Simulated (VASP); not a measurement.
A run of VASP 6.6.1 is set up as follows.

File INCAR:

```
ALGO     = Normal         # electronic algorithm
EDIFF    = 1E-6           # SCF threshold, eV
ENCUT    = 520            # plane-wave cutoff, eV
GGA      = CA             # functional
ISIF     = 2              # what is computed and relaxed
ISMEAR   = -1             # smearing method
LASPH    = T              # aspherical terms in the spheres
LCHARG   = T              # write CHGCAR
LELF     = T              # ELF
LREAL    = F              # projectors in reciprocal space
LVHAR    = T            
LWAVE    = F              # write WAVECAR
NBANDS   = 9              # bands
NELM     = 60             # most SCF steps
PREC     = Accurate       # precision mode
SIGMA    = 0.15           # smearing width, eV
```

The input KPOINTS:

```
k-points
0
Gamma
  7 7 7
```

Contents of POSCAR:

```
Te
1.0
    2.3362483219      1.3488332985      1.7132059465
   -2.3362483219      1.3488332985      1.7132059465
    0.0000000000     -2.6976676102      1.7132059465
Te
1
Direct
    0.5000000000      0.5000000000      0.5000000000
```

Potentials or basis: VASP PAW LDA potentials, release 64 (Te).

Run with:

```console
$ cat potpaw_LDA.64/Te/POTCAR > POTCAR
$ mpirun -np 1 vasp_std > vasp.out
```

Q: Estimate the band gap on the k mesh.

A: Zero (band 3 reaches 8.63 eV, above the bottom of band 4 at 4.04 eV).

Q: Predict the pressure.

A: -3.2 GPa.

Stress tensor (GPa, compression positive):
```
-3.46  0.00  0.00
 0.00 -3.46  0.00
 0.00  0.00 -2.70
```

Caveat: spin-orbit coupling is left out, which moves the levels of the heavy elements.
